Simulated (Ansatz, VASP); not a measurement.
## Two plane-wave programs on ZnO

The input POSCAR:

```
ZnO
1.0
    2.6461709623      0.0000000000      0.0000000000
    0.0000000000      2.6461709623      0.0000000000
    0.0000000000      0.0000000000      2.6461709623
Zn O
1 1
Direct
    0.0000000000      0.0000000000      0.0000000000
    0.5000000000      0.5000000000      0.5000000000
```

INCAR.step1

```
PREC = Accurate
ENCUT = 660
ISMEAR = -1
SIGMA = 0.02
LREAL = F
LASPH = T
NELM = 200
ISPIN = 2
MAGMOM = 0 0
NBANDS = 20
GGA = PE
ALGO = Normal
EDIFF = 1E-5
LWAVE = T
LCHARG = F
GGA_COMPAT = F
```

Contents of INCAR.step2:

```
PREC = Accurate
ENCUT = 660
EDIFF = 1E-6
ISMEAR = -1
SIGMA = 0.02
LREAL = F
LASPH = T
NELM = 200
ALGO = Normal
ISIF = 2
LWAVE = F
LCHARG = F
ISPIN = 2
MAGMOM = 0 0
LORBIT = 11
METAGGA = R2SCAN
LMIXTAU = T
NBANDS = 20
ISTART = 1
GGA_COMPAT = F
```

Contents of KPOINTS:

```
Automatic mesh
0
Gamma
  6 6 6
```

Input for Ansatz:

```yaml
crystal:
  lattice:
    - [2.6461709623, 0.0, 0.0]
    - [0.0, 2.6461709623, 0.0]
    - [0.0, 0.0, 2.6461709623]
  atoms:
    - { symbol: Zn, position: [0.0, 0.0, 0.0] }
    - { symbol: O, position: [0.5, 0.5, 0.5] }
kpoints:
  mp_grid: { grid: [6, 6, 6] }
hamiltonian:
  xc: r2scan
scf:
  occupations: { method: fermi_dirac, width: 0.02 }
  n_extra_bands: 4
  max_iter: 77
output:
  forces: true
  stress: true
  eigenvalues: true
magnetization:
  spin_polarized: true
  initial_magnetization: 6.0
```

Alike in both runs: task single point; functional r2SCAN; k mesh 6 × 6 × 6; occupations fermi-dirac, width 0.02 eV; collinear spin.

```csv
,VASP,Ansatz
version,VASP 6.6.1,Ansatz 0.2.0
potentials or method,"VASP PAW PBE potentials, release 64 (Zn, O)",plane waves
plane-wave cutoff (eV),660,500
valence electrons in the cell,18,18
```

Ansatz gave:

- gap on the k mesh at the Fermi level (eV): none
- pressure (GPa): 0.2
- net moment per atom (μB): 0.00

Question: Estimate VASP's values.

Answer: gap on the k mesh at the Fermi level (eV): none; pressure (GPa): 1.1; net moment per atom (μB): 0.00.

VASP's potentials were made for PBE, not for r2SCAN. A gap of «none» marks a metal or a gap that the smearing closes. Ansatz's warnings: moment headroom below auto, seeded moment not kept, stability check not made.

The k mesh is coarse, so the values compare programs but aren't converged.
